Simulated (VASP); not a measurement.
Cu, 1 atom in the cell. Symmetry: Fm-3m, No. 225, cubic system. The conventional cell has a = 3.518 Å, b = 3.518 Å, c = 3.518 Å, α = 90.00°, β = 90.00°, γ = 90.00°. Within 3.3 Å of Cu (site symmetry m-3m) lie 12 Cu at 2.49 Å. 

```yaml
Program: VASP 6.6.1
Task: relaxation of cell and atoms
Functional: LDA
Potentials_or_basis: VASP PAW LDA potentials, release 64 (Cu)
Cutoff: 600 eV
k_mesh: 20 × 20 × 20
Occupations: fermi-dirac, width 0.15 eV
Spin: no spin polarisation
Dipole_correction: no
Further_INCAR_settings: ALGO = Fast; EDIFF = 1e-07; IBRION = 2; EDIFFG = -0.001; NSW = 80; ISIF = 3
```

Potentials or basis: VASP PAW LDA potentials, release 64 (Cu).

Command:

```bash
$ cat potpaw_LDA.64/Cu/POTCAR > POTCAR
$ mpirun -np 1 vasp_std > vasp.out
```

Hardware: 1 thread of Intel Xeon 8259CL, with other jobs on the host.

Problem. Estimate the wall time of this run.

Solution. Run time: 80 s on 1 thread of Intel Xeon 8259CL, with other jobs on the host, peak memory 0.15 GiB. Counts: scf iterations 32, k points 256, ion steps 3.
